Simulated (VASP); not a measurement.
# BaS (P6_3/mmc) in VASP: a series of runs, part 2 of 2

VASP 6.6.1. Earlier steps stand in the parts before.

### 3 Single point, PBE

File INCAR:

```
PREC     = Accurate       # precision mode
ENCUT    = 520            # plane-wave cutoff, eV
EDIFF    = 1E-6           # SCF threshold, eV
ISMEAR   = 0              # smearing method
SIGMA    = 0.01           # smearing width, eV
LREAL    = False          # projectors in reciprocal space
LASPH    = True           # aspherical terms in the spheres
NELM     = 80             # most SCF steps
ALGO     = Normal         # electronic algorithm
ISIF     = 2              # what is computed and relaxed
LWAVE    = False          # write WAVECAR
LCHARG   = True           # write CHGCAR
GGA      = PE             # functional
LELF     = True           # ELF
LVHAR    = True         
NBANDS   = 24             # bands
```

File KPOINTS:

```
regular mesh
0
Gamma
  6 6 4
```

File POSCAR:

```
BaS
1.0
    5.3818559345      0.0000000000      0.0000000000
   -2.6909279672      4.6608239588      0.0000000000
    0.0000000000      0.0000000000      6.3833231674
Ba S
2 2
Direct
    0.3333333333      0.6666666667     -0.0625004860
    0.6666666667      0.3333333333      0.4374995140
    0.3333333333      0.6666666667      0.4375004860
    0.6666666667      0.3333333333      0.9375004860
```

Potentials or basis: VASP PAW PBE potentials, release 64 (Ba_sv, S).

Launch:

```bash
cat potpaw_PBE.64/Ba_sv/POTCAR potpaw_PBE.64/S/POTCAR > POTCAR
mpirun -np 1 vasp_std > vasp.out
```

OUTCAR:

```text
PREC = Accurate
   ENCUT = 520
   EDIFF = 1E-6
   ISMEAR = 0
   LREAL = False
   LASPH = True
   NELM = 80
   ISIF = 2
   GGA = PE

 ion  position               nearest neighbor table
   1  0.333  0.667  0.937-   4 3.11   4 3.11   4 3.11   3 3.19   3 3.19   2 4.45   2 4.45   2 4.45
                             2 4.45   2 4.45   2 4.45
   2  0.667  0.333  0.437-   3 3.11   3 3.11   3 3.11   4 3.19   4 3.19   1 4.45   1 4.45   1 4.45
                             1 4.45   1 4.45   1 4.45
   3  0.333  0.667  0.438-   2 3.11   2 3.11   2 3.11   1 3.19   1 3.19
   4  0.667  0.333  0.938-   1 3.11   1 3.11   1 3.11   2 3.19   2 3.19

  LATTYP: Found a hexagonal cell.
 ALAT       =     5.3818559345
 C/A-ratio  =     1.1860821332

  Lattice vectors:

 A1 = (   5.3818559345,   0.0000000000,   0.0000000000)
 A2 = (  -2.6909279672,   4.6608239588,   0.0000000000)
 A3 = (   0.0000000000,   0.0000000000,   6.3833231674)

Analysis of symmetry for initial positions (statically):
=====================================================================
 Subroutine PRICEL returns:
 Original cell was already a primitive cell.

 Routine SETGRP: Setting up the symmetry group for a
 hexagonal supercell.

 Subroutine GETGRP returns: Found 24 space group operations
 (whereof  6 operations were pure point group operations)
 out of a pool of 24 trial point group operations.

The static configuration has the point symmetry C_3v.
 The point group associated with its full space group is D_6h.

Analysis of symmetry for dynamics (positions and initial velocities):
=====================================================================
 Subroutine PRICEL returns:
 Original cell was already a primitive cell.

 Routine SETGRP: Setting up the symmetry group for a
 hexagonal supercell.

 Subroutine GETGRP returns: Found 24 space group operations
 (whereof  6 operations were pure point group operations)
 out of a pool of 24 trial point group operations.

The dynamic configuration has the point symmetry C_3v.
 The point group associated with its full space group is D_6h.

 Subroutine INISYM returns: Found 24 space group operations
 (whereof  6 operations are pure point group operations),
 and found     1 'primitive' translations

----------------------------------------------------------------------------------------

                                     Primitive cell

  volume of cell :     160.1185

  direct lattice vectors                    reciprocal lattice vectors
     5.381855934  0.000000000  0.000000000     0.185809507  0.107277169  0.000000000
    -2.690927967  4.660823959  0.000000000     0.000000000  0.214554338  0.000000000
     0.000000000  0.000000000  6.383323167     0.000000000  0.000000000  0.156658213

  length of vectors
     5.381855934  5.381855934  6.383323167     0.214554338  0.214554338  0.156658213

  position of ions in fractional coordinates (direct lattice)
     0.333333333  0.666666667  0.937499514
     0.666666667  0.333333333  0.437499514
     0.333333333  0.666666667  0.437500486
     0.666666667  0.333333333  0.937500486

  ion indices of the primitive-cell ions
   primitive index   ion index
                 1           1
                 2           2
                 3           3
[... 23 lines left out ...]
 Subroutine IBZKPT returns following result:
 ===========================================

 Found     21 irreducible k-points:

 Following reciprocal coordinates:
            Coordinates               Weight
  0.000000  0.000000  0.000000      1.000000
  0.166667  0.000000  0.000000      6.000000
  0.333333  0.000000  0.000000      6.000000
  0.500000  0.000000  0.000000      3.000000
  0.166667  0.166667  0.000000      6.000000
  0.333333  0.166667  0.000000     12.000000
[... 13 lines left out ...]
  0.333333  0.166667  0.500000     12.000000
  0.333333  0.333333  0.500000      2.000000
   k-points           NKPTS =     21   k-points in BZ     NKDIM =     21   number of bands    NBANDS=     24
   number of dos      NEDOS =    301   number of ions     NIONS =      4
   total plane-waves  NPLWV =  76800
   dimension x,y,z NGX =    40 NGY =   40 NGZ =   48
   dimension x,y,z NGXF=    80 NGYF=   80 NGZF=   96
   ions per type =               2   2
   NGX,Y,Z   is equivalent  to a cutoff of  12.36, 12.36, 12.50 a.u.
   NGXF,Y,Z  is equivalent  to a cutoff of  24.71, 24.71, 25.00 a.u.
 SYSTEM =  unknown system
   PREC   = accura    normal or accurate (medium, high low for compatibility)
   ISTART =      0    job   : 0-new  1-cont  2-samecut
   ICHARG =      2    charge: 1-file 2-atom 10-const
   ISPIN  =      1    spin polarized calculation?
   LNONCOLLINEAR =      F non collinear calculations
   LSORBIT =      F    spin-orbit coupling
   LASPH  =      T    aspherical Exc in radial PAW
   ENCUT  =  520.0 eV  38.22 Ry    6.18 a.u.  10.01 10.01 11.87*2*pi/ulx,y,z
   NELM   =     80;   NELMIN=  2; NELMDL= -5     # of ELM steps
   EDIFF  = 0.1E-05   stopping-criterion for ELM
   LREAL  =      F    real-space projection
   EDIFFG = 0.1E-04   stopping-criterion for IOM
   NSW    =      0    number of steps for IOM
   IBRION =     -1    ionic relax: 0-MD 1-quasi-New 2-CG
   NFREE  =      0    steps in history (QN), initial steepest desc. (CG)
   ISIF   =      2    stress and relaxation
   ISYM   =      2    0-nonsym 1-usesym 2-fastsym
   POTIM  = 0.5000    time-step for ionic-motion
   TEBEG  =    0.0;   TEEND  =   0.0 temperature during run
   PSTRESS=    0.0 pullay stress
   NELECT =      32.0000    total number of electrons
   NUPDOWN=      -1.0000    fix difference up-down
   EMIN   =  10.00;   EMAX   =-10.00  energy-range for DOS
   EFERMI =   0.00;   METHOD = LEGACY
   ISMEAR =     0;   SIGMA  =   0.01  broadening in eV -4-tet -1-fermi 0-gaus
   EFERMI_NEDOS =   21; number of points for ismear=-14 and -15
   IALGO  =     38    algorithm
   IMIX   =      4    mixing-type and parameters
     AMIX     =   0.40;   BMIX     =  1.00
     AMIX_MAG =   1.60;   BMIX_MAG =  1.00
  volume/ion in A,a.u.               =      40.03       270.13
  Fermi-wavevector in a.u.,A,eV,Ry     =   0.957145  1.808741 12.464652  0.916126
  Thomas-Fermi vector in A             =   2.086136
   LORBIT       =      0    0 simple, 1 ext, 2 COOP (PROOUT), +10 PAW based schemes
   GGA     = PE    functional components
   LHFCALC =     F    Hartree Fock is set to
   AEXX    =    0.0000 exact exchange contribution
   IVDW    =     0    specifies the selected vdW correction
   LEPSILON=     F    determine dielectric tensor
   LRPA    =     F    only Hartree local field effects (RPA)
 non-spin polarized calculation
 Gauss-broadening in eV      SIGMA  =   0.01
  energy-cutoff  :      520.00
  volume of cell :      160.12
 maximum number of plane-waves:      4336
   NGX = 21   NGY = 21   NGZ = 23

 number of electron      31.9999998 magnetization

 Free energy of the ion-electron system (eV)
  ---------------------------------------------------
  ext. energy  EPLUGINS =         0.00000000
  ---------------------------------------------------
  free energy    TOTEN  =       -19.98557409 eV

  energy without entropy =      -19.98557409  energy(sigma->0) =      -19.98557409

 E-fermi :   0.5545     XC(G=0):  -7.5265

 val. band max:        0.4635845736   @ k =   0.0000   0.0000   0.0000
 cond. band min:       2.9327681871   @ k =   0.3333   0.3333   0.0000
 fundamental gap:      2.4691836135
 Fermi energy:         0.5545175278

 k-point     1 :       0.0000    0.0000    0.0000
  band No.  band energies     occupation
      1     -25.8074      2.00000
      2     -25.7560      2.00000
      3     -11.2743      2.00000
      4     -11.1212      2.00000
      5     -11.1212      2.00000
      6     -10.9662      2.00000
[... 556 lines left out ...]
     23       6.5770      0.00000
     24       6.5770      0.00000

------------------------ aborting loop because EDIFF is reached ----------------------------------------

  FORCE on cell =-STRESS in cart. coord.  units (eV):
  Direction    XX          YY          ZZ          XY          YZ          ZX
  --------------------------------------------------------------------------------------
  -------------------------------------------------------------------------------------
  Total        0.4160438      0.4160438      0.5269354      0.0000000      0.0000000      0.0000000
  in kB        4.1630153      4.1630153      5.2726183      0.0000000      0.0000000      0.0000000
  external PRESSURE =       4.5328830 kB  Pullay stress =       0.0000000 kB

 VOLUME and BASIS-vectors are now :
 -----------------------------------------------------------------------------
  energy-cutoff  :      520.00
  volume of cell :      160.12
      direct lattice vectors                 reciprocal lattice vectors
     5.381855934  0.000000000  0.000000000     0.185809507  0.107277169  0.000000000
    -2.690927967  4.660823959  0.000000000     0.000000000  0.214554338  0.000000000
     0.000000000  0.000000000  6.383323167     0.000000000  0.000000000  0.156658213

 POSITION                                       TOTAL-FORCE (eV/Angst)
 -----------------------------------------------------------------------------------
     -0.00000      3.10722      5.98436         0.000000      0.000000      0.000000
      2.69093      1.55361      2.79270        -0.000000      0.000000      0.000000
     -0.00000      3.10722      2.79271         0.000000     -0.000000      0.000000
      2.69093      1.55361      5.98437        -0.000000      0.000000     -0.000000
 -----------------------------------------------------------------------------------
    total drift:                               -0.000000      0.000000     -0.006831

  FREE ENERGIE OF THE ION-ELECTRON SYSTEM (eV)
  ---------------------------------------------------
  free  energy   TOTEN  =       -19.9855740862 eV

  energy  without entropy=      -19.9855740862  energy(sigma->0) =      -19.98557409
```

It took 2.2 min on 1 thread of Intel Xeon 8259CL, shared host; peak memory 0.29 GiB.

What came out:

| Quantity | Value |
| --- | --- |
| Free energy | -19.9856 eV |
| Pressure | 0.5 GPa |
| Band gap on the k mesh | 2.47 eV (least direct gap 2.61 eV) |

Stress tensor (GPa, compression positive):
```
0.42 0.00 0.00
0.00 0.42 0.00
0.00 0.00 0.53
```

Levels at points of the mesh, in eV from the valence-band top:
```
           k point  band 14  band 15  band 16  band 17  band 18  band 19
(0.00, 0.00, 0.00)    -0.88    -0.43     0.00     2.76     3.68     3.68
(0.50, 0.00, 0.00)    -0.41    -0.34    -0.32     3.09     3.40     3.51
(0.00, 0.00, 0.50)    -1.01    -1.01    -1.01     3.77     3.77     5.45
(0.50, 0.00, 0.50)    -0.86    -0.52    -0.52     3.88     3.88     4.93
```

Caveat: the structure was generated, so it needn't be the stable form of BaS; spin-orbit coupling is left out, which moves the levels of the heavy elements.

### 4 Single point, PBE (41.23 Å³/atom)

This run uses another cell than the first one, of 41.23 Å³/atom.

File INCAR:

```
ALGO = Normal
EDIFF = 1E-7
ENCUT = 520
GGA = PE
ISIF = 2
ISMEAR = 0
LASPH = T
LCHARG = T
LELF = T
LREAL = F
LVHAR = T
LWAVE = F
NBANDS = 24
NELM = 60
PREC = Accurate
SIGMA = 0.01
```

File KPOINTS:

```
k-points
0
Gamma
  6 6 4
```

File POSCAR:

```
BaS
1.0
    5.4351451024      0.0000000000      0.0000000000
   -2.7175725512      4.7069737320      0.0000000000
    0.0000000000      0.0000000000      6.4465284974
Ba S
2 2
Direct
    0.3333333333      0.6666666667     -0.0625004860
    0.6666666667      0.3333333333      0.4374995140
    0.3333333333      0.6666666667      0.4375004860
    0.6666666667      0.3333333333      0.9375004860
```

Launch:

```bash
cat potpaw_PBE.64/Ba_sv/POTCAR potpaw_PBE.64/S/POTCAR > POTCAR
mpirun -np 1 vasp_std > vasp.out
```

Wall time 2.4 min (1 thread of Intel Xeon 8259CL, shared host); peak memory 0.3 GiB.

It converged, with:

* Free energy: -19.9850 eV
* Pressure: -0.5 GPa
* Band gap on the k mesh: 2.50 eV (least direct gap 2.65 eV)

Levels at points of the mesh, in eV from the valence-band top:
```tsv
k point	band 12	band 13	band 14	band 15	band 16	band 17	band 18	band 19	band 20	band 21
(0.00, 0.00, 0.00)	-0.89	-0.85	-0.85	-0.45	0.00	2.71	3.67	3.67	4.74	5.40
(0.50, 0.00, 0.00)	-0.82	-0.49	-0.42	-0.34	-0.30	3.11	3.40	3.50	4.98	5.11
(0.00, 0.00, 0.50)	-1.19	-0.96	-0.96	-0.96	-0.96	3.72	3.72	5.37	5.37	5.37
(0.50, 0.00, 0.50)	-1.48	-0.82	-0.82	-0.51	-0.51	3.86	3.86	4.88	4.88	5.50
```

Caveat: the structure was generated, so it needn't be the stable form of BaS; spin-orbit coupling is left out, which moves the levels of the heavy elements.

### 5 Single point, PBE (42.43 Å³/atom)

This run uses another cell than the first one, of 42.43 Å³/atom.

File INCAR:

```
PREC = Accurate
ENCUT = 520
EDIFF = 1E-6
ISMEAR = 0
SIGMA = 0.01
LREAL = F
LASPH = T
NELM = 60
ALGO = Normal
ISIF = 2
LWAVE = F
LCHARG = F
GGA = PE
NBANDS = 24
```

File KPOINTS:

```
regular mesh
0
Gamma
  6 6 4
```

File POSCAR:

```
BaS
1.0
    5.4874093192      0.0000000000      0.0000000000
   -2.7437046596      4.7522358714      0.0000000000
    0.0000000000      0.0000000000      6.5085181511
Ba S
2 2
Direct
    0.3333333333      0.6666666667     -0.0625004860
    0.6666666667      0.3333333333      0.4374995140
    0.3333333333      0.6666666667      0.4375004860
    0.6666666667      0.3333333333      0.9375004860
```

Launch:

```bash
cat potpaw_PBE.64/Ba_sv/POTCAR potpaw_PBE.64/S/POTCAR > POTCAR
mpirun -np 1 vasp_std > vasp.out
```

Wall time 2.5 min (1 thread of Intel Xeon 8259CL, shared host); peak memory 0.32 GiB.

It converged, with:

```yaml
Free_energy: -19.9580 eV
Pressure: -1.3 GPa
Band_gap_on_the_k_mesh: 2.53 eV (least direct gap 2.66 eV)
```

Stress tensor (GPa, compression positive):
```
-1.24  0.00  0.00
 0.00 -1.24  0.00
 0.00  0.00 -1.45
```

Levels at points of the mesh, in eV from the valence-band top:
| k point | band 14 | band 15 | band 16 | band 17 | band 18 | band 19 |
| --- | --- | --- | --- | --- | --- | --- |
| (0.00, 0.00, 0.00) | -0.83 | -0.48 | 0.00 | 2.66 | 3.67 | 3.67 |
| (0.50, 0.00, 0.00) | -0.43 | -0.33 | -0.29 | 3.12 | 3.39 | 3.50 |
| (0.00, 0.00, 0.50) | -0.92 | -0.92 | -0.92 | 3.66 | 3.66 | 5.30 |
| (0.50, 0.00, 0.50) | -0.78 | -0.49 | -0.49 | 3.84 | 3.84 | 4.83 |

Caveat: the structure was generated, so it needn't be the stable form of BaS; spin-orbit coupling is left out, which moves the levels of the heavy elements. A k mesh can miss the band edges.

### 6 Single point, r2SCAN (37.63 Å³/atom)

This run uses another cell than the first one, of 37.63 Å³/atom.

File POSCAR:

```
BaS
1.0
    5.2719913126      0.0000000000      0.0000000000
   -2.6359956563      4.5656784052      0.0000000000
    0.0000000000      0.0000000000      6.2530147022
Ba S
2 2
Direct
    0.3333333333      0.6666666667     -0.0625000000
    0.6666666667      0.3333333333      0.4375000000
    0.3333333333      0.6666666667      0.4375000000
    0.6666666667      0.3333333333      0.9375000000
```

File INCAR.step1:

```
SYSTEM = BaS
  PREC = Accurate
  ENCUT = 520
  ISMEAR = 0
  SIGMA = 0.01
  LREAL = .FALSE.
  LASPH = .TRUE.
  NELM = 60
  NBANDS = 24
  GGA = PE
  ALGO = Normal
  EDIFF = 1E-4
  LWAVE = .TRUE.
  LCHARG = .FALSE.
```

File INCAR.step2:

```
SYSTEM = BaS
  PREC = Accurate
  ENCUT = 520
  EDIFF = 1E-7
  ISMEAR = 0
  SIGMA = 0.01
  LREAL = .FALSE.
  LASPH = .TRUE.
  NELM = 60
  ALGO = Normal
  ISIF = 2
  LWAVE = .FALSE.
  LCHARG = .TRUE.
  METAGGA = R2SCAN
  LMIXTAU = .TRUE.
  LELF = .TRUE.
  LVHAR = .TRUE.
  NBANDS = 24
  ISTART = 1
```

File KPOINTS:

```
Automatic mesh
0
G
  6 6 4
  0 0 0
```

Potentials or basis: VASP PAW PBE potentials, release 64 (Ba_sv, S).

Launch:

```bash
cat potpaw_PBE.64/Ba_sv/POTCAR potpaw_PBE.64/S/POTCAR > POTCAR
cp INCAR.step1 INCAR
mpirun -np 1 vasp_std > vasp.out
cp INCAR.step2 INCAR
mpirun -np 1 vasp_std > vasp.out
```

Run time: 10 min. Hardware: 1 thread of Intel Xeon 8259CL, shared host; peak memory 0.33 GiB.

The run converged. Its results:

* Free energy: -77.7672 eV
* Pressure: 3.0 GPa
* Band gap on the k mesh: 2.73 eV (least direct gap 2.87 eV)

Stress tensor (GPa, compression positive):
```
2.79 0.00 0.00
0.00 2.79 0.00
0.00 0.00 3.40
```

Levels at points of the mesh, in eV from the valence-band top:
```csv
k point,band 12,band 13,band 14,band 15,band 16,band 17,band 18,band 19,band 20,band 21
"(0.00, 0.00, 0.00)",-1.06,-0.95,-0.95,-0.35,0.00,3.17,4.14,4.14,5.48,6.27
"(0.50, 0.00, 0.00)",-0.91,-0.47,-0.37,-0.35,-0.34,3.47,3.70,3.84,5.60,5.88
"(0.00, 0.00, 0.50)",-1.33,-1.12,-1.12,-1.12,-1.12,4.20,4.20,6.14,6.14,6.14
"(0.50, 0.00, 0.50)",-1.63,-0.96,-0.96,-0.53,-0.53,4.22,4.22,5.52,5.52,6.28
```

Caveat: the structure was generated, so it needn't be the stable form of BaS; the PAW data sets were made with another functional, which shifts forces and pressure a little; spin-orbit coupling is left out, which moves the levels of the heavy elements. A k mesh can miss the band edges.

### 7 Summary

```csv
level,cell,gap on the mesh (eV),pressure (GPa)
PBE,"a = 5.382, b = 5.382, c = 6.383 Å, angles 90.0, 90.0, 120.0°, 4 atoms",2.47,0.5
PBE,"a = 5.435, b = 5.435, c = 6.447 Å, angles 90.0, 90.0, 120.0°, 4 atoms",2.50,-0.5
PBE,"a = 5.487, b = 5.487, c = 6.509 Å, angles 90.0, 90.0, 120.0°, 4 atoms",2.53,-1.3
r2SCAN,"a = 5.272, b = 5.272, c = 6.253 Å, angles 90.0, 90.0, 120.0°, 4 atoms",2.73,3.0
```

Alike in all rows: task single point; potentials or basis VASP PAW PBE potentials, release 64 (Ba_sv, S); no spin polarisation; k mesh 6 × 6 × 4; cutoff (eV) 520; smearing gaussian 0.01 eV.

Caveats: the structure was generated, so it needn't be the stable form of BaS; spin-orbit coupling is left out, which moves the levels of the heavy elements; the PAW data sets were made with another functional, which shifts forces and pressure a little (at least some runs).

Total energies depend on the potentials used, so only differences within one code and one set of settings carry meaning.
